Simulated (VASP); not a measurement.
# Os (Immm) in VASP: a series of runs

The runs below take Os through single point, with r2SCAN.

All numbers are computed with VASP 6.6.1; they aren't measurements. Logs are shortened: lines on timing, memory, paths and dates and some standing lists are left out, and cuts for length are marked.

### 1 The cell of the first run

The structure is orthorhombic, space group Immm (No. 71). Conventional cell: a = 2.630 Å, b = 2.871 Å, c = 3.890 Å, α = 90.00°, β = 90.00°, γ = 90.00°. Os (site symmetry mmm) has 12 Os at 2.63 to 2.87 Å within 3.5 Å.

### 2 Single point, r2SCAN (strain +0.0875 x Voigt [0, 0, 0, 0, 0, 1])

The input, POSCAR:

```
Os
1.0
    0.0850937500      1.9450000000      1.9450000000
    1.9450000000      0.0850937500      1.9450000000
    2.0300937500      2.0300937500      0.0000000000
Os
1
Direct
    0.0000000000      0.0000000000      0.0000000000
```

The input, INCAR.step1:

```
SYSTEM = Os
ALGO = Normal
EDIFF = 1E-4
ENCUT = 520
GGA = PE
ISMEAR = 0
LASPH = .True.
LCHARG = .False.
LREAL = .False.
LWAVE = .True.
NBANDS = 10
NELM = 60
PREC = Accurate
SIGMA = 0.15
```

The input, INCAR.step2:

```
SYSTEM = Os
ALGO = Normal
EDIFF = 1E-7
ENCUT = 520
ISIF = 2
ISMEAR = 0
ISTART = 1
LASPH = .True.
LCHARG = .False.
LMIXTAU = .True.
LREAL = .False.
LWAVE = .False.
METAGGA = R2SCAN
NBANDS = 10
NELM = 60
PREC = Accurate
SIGMA = 0.15
```

The input, KPOINTS:

```
k-points
0
Gamma
  20 20 20
  0 0 0
```

Potentials or basis: VASP PAW PBE potentials, release 64 (Os).

Run with:

```bash
> cat potpaw_PBE.64/Os/POTCAR > POTCAR
> cp INCAR.step1 INCAR
> mpirun -np 1 vasp_std > vasp.out
> cp INCAR.step2 INCAR
> mpirun -np 1 vasp_std > vasp.out
```

OUTCAR:

```text
SYSTEM = Os
   EDIFF = 1E-7
   ENCUT = 520
   ISIF = 2
   ISMEAR = 0
   ISTART = 1
   LASPH = .True.
   LREAL = .False.
   METAGGA = R2SCAN
   NELM = 60
   PREC = Accurate

 ion  position               nearest neighbor table
   1  0.000  0.000  0.000-

  LATTYP: Found a body centered orthorhombic cell.
 ALAT       =     2.6303046435
 B/A-ratio  =     1.0915032680
 C/A-ratio  =     1.4789161437

  Lattice vectors:

 A1 = (   1.9450000000,   0.0850937500,  -1.9450000000)
 A2 = (  -1.9450000000,  -0.0850937500,  -1.9450000000)
 A3 = (   0.0850937500,   1.9450000000,   1.9450000000)

Analysis of symmetry for initial positions (statically):
=====================================================================
 Subroutine PRICEL returns:
 Original cell was already a primitive cell.

 Routine SETGRP: Setting up the symmetry group for a
 body centered orthorhombic supercell.

 Subroutine GETGRP returns: Found  8 space group operations
 (whereof  8 operations were pure point group operations)
 out of a pool of  8 trial point group operations.

The static configuration has the point symmetry D_2h.

Analysis of symmetry for dynamics (positions and initial velocities):
=====================================================================
 Subroutine PRICEL returns:
 Original cell was already a primitive cell.

 Routine SETGRP: Setting up the symmetry group for a
 body centered orthorhombic supercell.

 Subroutine GETGRP returns: Found  8 space group operations
 (whereof  8 operations were pure point group operations)
 out of a pool of  8 trial point group operations.

The dynamic configuration has the point symmetry D_2h.

 Subroutine INISYM returns: Found  8 space group operations
 (whereof  8 operations are pure point group operations),
 and found     1 'primitive' translations

----------------------------------------------------------------------------------------

                                     Primitive cell

  volume of cell :      14.6878

  direct lattice vectors                    reciprocal lattice vectors
     0.085093750  1.945000000  1.945000000    -0.268830754  0.268830754  0.257069409
     1.945000000  0.085093750  1.945000000     0.268830754 -0.268830754  0.257069409
     2.030093750  2.030093750  0.000000000     0.246294044  0.246294044 -0.257069409

  length of vectors
     2.751961291  2.751961291  2.870986114     0.458938590  0.458938590  0.432904370

  position of ions in fractional coordinates (direct lattice)
     0.000000000  0.000000000  0.000000000

  ion indices of the primitive-cell ions
   primitive index   ion index
                 1           1

----------------------------------------------------------------------------------------

 KPOINTS: k-points

Automatic generation of k-mesh.
 Grid dimensions read from file:
 generate k-points for:   20   20   20

 Generating k-lattice:

  Cartesian coordinates                     Fractional coordinates (reciprocal lattice)
    -0.013441538  0.013441538  0.012853470     0.050000000  0.000000000  0.000000000
     0.013441538 -0.013441538  0.012853470     0.000000000  0.050000000  0.000000000
     0.012314702  0.012314702 -0.012853470     0.000000000  0.000000000  0.050000000

  Length of vectors
     0.022946930  0.022946930  0.021645218

  Shift w.r.t. Gamma in fractional coordinates (k-lattice)
     0.000000000  0.000000000  0.000000000

 Subroutine IBZKPT returns following result:
 ===========================================

 Found   1166 irreducible k-points:

 Following reciprocal coordinates:
            Coordinates               Weight
  0.000000  0.000000  0.000000      1.000000
  0.050000  0.000000  0.000000      4.000000
  0.100000  0.000000  0.000000      4.000000
  0.150000 -0.000000  0.000000      4.000000
  0.200000  0.000000  0.000000      4.000000
  0.250000  0.000000  0.000000      4.000000
[... 16 lines left out ...]
 -0.400000  0.050000  0.000000      4.000000
 -0.350000  0.050000  0.000000      4.000000
 [... further k-points ...]
   k-points           NKPTS =   1166   k-points in BZ     NKDIM =   1166   number of bands    NBANDS=     10
   number of dos      NEDOS =    301   number of ions     NIONS =      1
   total plane-waves  NPLWV =   9600
   dimension x,y,z NGX =    20 NGY =   20 NGZ =   24
   dimension x,y,z NGXF=    40 NGYF=   40 NGZF=   48
   ions per type =               1
   NGX,Y,Z   is equivalent  to a cutoff of  12.08, 12.08, 13.90 a.u.
   NGXF,Y,Z  is equivalent  to a cutoff of  24.16, 24.16, 27.79 a.u.
 SYSTEM =  Os
   PREC   = accura    normal or accurate (medium, high low for compatibility)
   ISTART =      1    job   : 0-new  1-cont  2-samecut
   ICHARG =      0    charge: 1-file 2-atom 10-const
   ISPIN  =      1    spin polarized calculation?
   LNONCOLLINEAR =      F non collinear calculations
   LSORBIT =      F    spin-orbit coupling
   LASPH  =      T    aspherical Exc in radial PAW
   ENCUT  =  520.0 eV  38.22 Ry    6.18 a.u.   5.12  5.12  5.34*2*pi/ulx,y,z
   NELM   =     60;   NELMIN=  2; NELMDL=  0     # of ELM steps
   EDIFF  = 0.1E-06   stopping-criterion for ELM
   LREAL  =      F    real-space projection
   EDIFFG = 0.1E-05   stopping-criterion for IOM
   NSW    =      0    number of steps for IOM
   IBRION =     -1    ionic relax: 0-MD 1-quasi-New 2-CG
   NFREE  =      0    steps in history (QN), initial steepest desc. (CG)
   ISIF   =      2    stress and relaxation
   ISYM   =      2    0-nonsym 1-usesym 2-fastsym
   POTIM  = 0.5000    time-step for ionic-motion
   TEBEG  =    0.0;   TEEND  =   0.0 temperature during run
   PSTRESS=    0.0 pullay stress
   NELECT =       8.0000    total number of electrons
   NUPDOWN=      -1.0000    fix difference up-down
   EMIN   =  10.00;   EMAX   =-10.00  energy-range for DOS
   EFERMI =   0.00;   METHOD = LEGACY
   ISMEAR =     0;   SIGMA  =   0.15  broadening in eV -4-tet -1-fermi 0-gaus
   EFERMI_NEDOS =   21; number of points for ismear=-14 and -15
   IALGO  =     38    algorithm
   IMIX   =      4    mixing-type and parameters
     AMIX     =   0.40;   BMIX     =  1.00
     AMIX_MAG =   1.60;   BMIX_MAG =  1.00
  volume/ion in A,a.u.               =      14.69        99.12
  Fermi-wavevector in a.u.,A,eV,Ry     =   1.336963  2.526493 24.319990  1.787469
  Thomas-Fermi vector in A             =   2.465548
   LORBIT       =      0    0 simple, 1 ext, 2 COOP (PROOUT), +10 PAW based schemes
   METAGGA = R2SCAN    functional components
   LHFCALC =     F    Hartree Fock is set to
   AEXX    =    0.0000 exact exchange contribution
   IVDW    =     0    specifies the selected vdW correction
   LEPSILON=     F    determine dielectric tensor
   LRPA    =     F    only Hartree local field effects (RPA)
 non-spin polarized calculation
 Gauss-broadening in eV      SIGMA  =   0.15
  energy-cutoff  :      520.00
  volume of cell :       14.69
 maximum number of plane-waves:       410
   NGX = 11   NGY = 11   NGZ = 11

 number of electron       8.0000000 magnetization

 Free energy of the ion-electron system (eV)
  ---------------------------------------------------
  ext. energy  EPLUGINS =         0.00000000
  ---------------------------------------------------
  free energy    TOTEN  =       -52.72522164 eV

  energy without entropy =      -52.71525744  energy(sigma->0) =      -52.72023954

 E-fermi :   8.4529     XC(G=0): -15.0560

 val. band max:        8.4526490724   @ k =   0.4000   0.3000   0.2500
 cond. band min:       8.4534701197   @ k =   0.2000   0.0000   0.0500
 fundamental gap:      0.0008210474
 Fermi energy:         8.4528548186

 k-point     1 :       0.0000    0.0000    0.0000
  band No.  band energies     occupation
      1      -2.4357      2.00000
      2       4.7994      2.00000
      3       5.2683      2.00000
      4       6.3376      2.00000
      5       8.5421      0.40028
      6       8.5698      0.27032
      7      23.3103      0.00000
      8      27.9214      0.00000
      9      29.3805      0.00000
     10      30.7938      0.00000

 k-point     2 :       0.0500    0.0000    0.0000
  band No.  band energies     occupation
      1      -2.3096      2.00000
      2       4.8590      2.00000
      3       5.3145      2.00000
      4       6.2808      2.00000
      5       8.4756      0.83045
      6       8.5134      0.56823
      7      23.5516      0.00000
      8      28.1584      0.00000
      9      29.1445      0.00000
     10      30.3919      0.00000

 k-point     3 :       0.1000    0.0000    0.0000
  band No.  band energies     occupation
      1      -1.9414      2.00000
      2       5.0226      2.00000
      3       5.3779      2.00000
      4       6.2046      2.00000
      5       8.3059      1.83402
      6       8.3654      1.59037
      7      24.2084      0.00000
      8      27.9851      0.00000
      9      28.8469      0.00000
     10      30.6668      0.00000

 k-point     4 :       0.1500   -0.0000    0.0000
  band No.  band energies     occupation
      1      -1.3658      2.00000
      2       5.2371      2.00000
      3       5.2746      2.00000
      4       6.3267      2.00000
      5       8.1222      1.99817
      6       8.1978      1.98379
      7      24.9342      0.00000
      8      26.8235      0.00000
      9      29.9246      0.00000
     10      31.5160      0.00000
[... 222 lines left out ...]
 k-point    22 :      -0.4500    0.0500    0.0000
  band No.  band energies     occupation
      1       1.0260      2.00000
      2       4.7320      2.00000
      3       5.7459      2.00000
      4       8.1272      1.99786
      5      10.3147      0.00000
      6      11.8075      0.00000
      7      18.2207      0.00000
      8      22.9309      0.00000
      9      28.2834      0.00000
     10      29.3341      0.00000

 k-point    23 :      -0.4000    0.0500    0.0000
  band No.  band energies     occupation
      1       1.0473      2.00000
      2       4.8189      2.00000
      3       5.8801      2.00000
      4       7.3043      2.00000
      5       9.8312      0.00000
      6      11.5239      0.00000
      7      19.2486      0.00000
      8      23.4211      0.00000
      9      29.2933      0.00000
     10      29.7937      0.00000

 k-point    24 :      -0.3500    0.0500    0.0000
  band No.  band energies     occupation
      1       1.0283      2.00000
      2       4.9898      2.00000
      3       6.0669      2.00000
      4       6.2953      2.00000
      5       9.1856      0.00000
      6      10.8691      0.00000
      7      20.6024      0.00000
      8      24.4559      0.00000
      9      30.8121      0.00000
     10      30.8164      0.00000

 [... further k-points ...]
[... 5 lines left out ...]
  --------------------------------------------------------------------------------------
  -------------------------------------------------------------------------------------
  Total       -1.0318764     -1.0318764     -1.4247861     -2.3031051      0.0000000      0.0000000
  in kB     -112.5593323   -112.5593323   -155.4187779   -251.2277384      0.0000000      0.0000000
  external PRESSURE =    -126.8458141 kB  Pullay stress =       0.0000000 kB

 VOLUME and BASIS-vectors are now :
 -----------------------------------------------------------------------------
  energy-cutoff  :      520.00
  volume of cell :       14.69
      direct lattice vectors                 reciprocal lattice vectors
     0.085093750  1.945000000  1.945000000    -0.268830754  0.268830754  0.257069409
     1.945000000  0.085093750  1.945000000     0.268830754 -0.268830754  0.257069409
     2.030093750  2.030093750  0.000000000     0.246294044  0.246294044 -0.257069409

 POSITION                                       TOTAL-FORCE (eV/Angst)
 -----------------------------------------------------------------------------------
      0.00000      0.00000      0.00000         0.000000     -0.000000      0.000000
 -----------------------------------------------------------------------------------
    total drift:                                0.000000     -0.000000     -0.000000

  FREE ENERGIE OF THE ION-ELECTRON SYSTEM (eV)
  ---------------------------------------------------
  free  energy   TOTEN  =       -52.7252216409 eV

  energy  without entropy=      -52.7152574413  energy(sigma->0) =      -52.72023954
```

Run time: 3.3 min. Hardware: 1 thread of Intel Xeon 6975P-C (Granite Rapids), shared host; peak memory 0.29 GiB.

Results:

```yaml
Free_energy: -52.7252 eV
Pressure: -12.7 GPa
Band_gap_on_the_k_mesh: zero (bands 4 and 5 overlap by 4.02 eV)
```

Levels at points of the mesh, in eV from the Fermi level:
| k point | band 1 | band 2 | band 3 | band 4 | band 5 | band 6 | band 7 | band 8 |
| --- | --- | --- | --- | --- | --- | --- | --- | --- |
| (0.00, 0.00, 0.00) | -10.89 | -3.65 | -3.18 | -2.12 | 0.09 | 0.12 | 14.86 | 19.47 |
| (0.50, 0.00, 0.00) | -7.54 | -3.81 | -2.62 | 0.26 | 2.06 | 2.82 | 9.63 | 14.17 |
| (0.50, 0.50, 0.00) | -7.47 | -6.80 | 2.27 | 2.32 | 3.01 | 3.03 | 10.91 | 12.10 |
| (0.00, 0.00, 0.50) | -7.74 | -3.60 | -2.29 | -0.70 | 1.69 | 2.60 | 8.23 | 14.92 |
| (0.50, 0.00, 0.50) | -7.44 | -6.75 | 1.96 | 2.34 | 2.91 | 3.24 | 12.29 | 12.54 |

Caveat: the cell differs from its parent crystal (strain +0.0875 x Voigt [0, 0, 0, 0, 0, 1]); the cell stands under tension; the PAW data sets were made with another functional, which shifts forces and pressure a little; spin-orbit coupling is left out, which moves the levels of the heavy elements.

### 3 Single point, r2SCAN (strain +0.0625 x Voigt [0, 0, 0, 0, 0, 1])

The input, POSCAR:

```
Os
1.0
    0.0607812500      1.9450000000      1.9450000000
    1.9450000000      0.0607812500      1.9450000000
    2.0057812500      2.0057812500      0.0000000000
Os
1
Direct
    0.0000000000      0.0000000000      0.0000000000
```

The input, INCAR.step1:

```
PREC = Accurate
ENCUT = 520
ISMEAR = 0
SIGMA = 0.15
LREAL = F
LASPH = T
NELM = 60
NBANDS = 10
GGA = PE
ALGO = Normal
EDIFF = 1E-4
LWAVE = T
LCHARG = F
```

The input, INCAR.step2:

```
PREC = Accurate
ENCUT = 520
EDIFF = 1E-6
ISMEAR = 0
SIGMA = 0.15
LREAL = F
LASPH = T
NELM = 60
ALGO = Normal
ISIF = 2
LWAVE = F
LCHARG = F
METAGGA = R2SCAN
LMIXTAU = T
NBANDS = 10
ISTART = 1
```

The input, KPOINTS:

```
Automatic mesh
0
Gamma
  20 20 20
```

Potentials or basis: VASP PAW PBE potentials, release 64 (Os).

Run with:

```bash
> cat potpaw_PBE.64/Os/POTCAR > POTCAR
> cp INCAR.step1 INCAR
> mpirun -np 1 vasp_std > vasp.out
> cp INCAR.step2 INCAR
> mpirun -np 1 vasp_std > vasp.out
```

Run time: 3.4 min. Hardware: 1 thread of Intel Xeon 6975P-C (Granite Rapids), shared host; peak memory 0.29 GiB.

It converged, with:

```
Free energy            : -52.7734 eV
Pressure               : -14.5 GPa
Band gap on the k mesh : zero (bands 4 and 5 overlap by 3.86 eV)
```

Stress tensor (GPa, compression positive):
```
-13.70 -17.76   0.00
-17.76 -13.70   0.00
  0.00   0.00 -16.07
```

Levels at points of the mesh, in eV from the Fermi level:
```
           k point  band 1  band 2  band 3  band 4  band 5  band 6  band 7  band 8  band 9
(0.00, 0.00, 0.00)  -10.87   -3.44   -3.05   -2.35    0.05    0.06   14.90   19.83   20.87
(0.50, 0.00, 0.00)   -7.54   -3.60   -2.74    0.11    2.14    2.70    9.37   14.26   19.88
(0.50, 0.50, 0.00)   -7.44   -6.76    2.28    2.29    3.01    3.01   11.36   12.10   13.80
(0.00, 0.00, 0.50)   -7.69   -3.44   -2.52   -0.57    1.89    2.52    8.38   14.81   20.70
(0.50, 0.00, 0.50)   -7.43   -6.73    2.09    2.32    2.95    3.14   12.20   12.54   12.58
```

Caveat: the cell differs from its parent crystal (strain +0.0625 x Voigt [0, 0, 0, 0, 0, 1]); the cell stands under tension; the PAW data sets were made with another functional, which shifts forces and pressure a little; spin-orbit coupling is left out, which moves the levels of the heavy elements.
